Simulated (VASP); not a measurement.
A run of VASP 6.6.1 is set up as follows.

The input INCAR:

```
  ALGO = Normal
  EDIFF = 1E-7
  EDIFFG = -0.01
  ENCUT = 600
  GGA = PS
  GGA_COMPAT = False
  IBRION = 2
  ISIF = 3
  ISMEAR = -1
  LASPH = True
  LCHARG = False
  LREAL = False
  LWAVE = False
  NELM = 120
  NELMIN = 4
  NSW = 60
  PREC = Accurate
  PSTRESS = 100.0
  SIGMA = 0.05
```

The input KPOINTS:

```
k-points
0
Gamma
  8 8 8
```

The input POSCAR:

```
PbF2
1.0
    0.0000000000      2.9636600000      2.9636600000
    2.9636600000      0.0000000000      2.9636600000
    2.9636600000      2.9636600000      0.0000000000
Pb F
1 2
Direct
    0.0000000000      0.0000000000      0.0000000000
    0.7500000000      0.7500000000      0.7500000000
    0.2500000000      0.2500000000      0.2500000000
```

Potentials or basis: VASP PAW PBE potentials, release 64 (Pb_d, F).

The run is started by

```console
$ cat potpaw_PBE.64/Pb_d/POTCAR potpaw_PBE.64/F/POTCAR > POTCAR
$ mpirun -np 1 vasp_std > vasp.out
```

(1) Estimate the relaxed cell.

(2) Predict the band gap on the k mesh.

Answers

(1) a = 4.028 Å, b = 4.028 Å, c = 4.028 Å, α = 60.00°, β = 60.00°, γ = 60.00°.

(2) 4.24 eV (least direct gap 4.41 eV).

Caveat: the cell is relaxed towards a set pressure, so the run minimises the enthalpy, not the energy; spin-orbit coupling is left out, which moves the levels of the heavy elements.
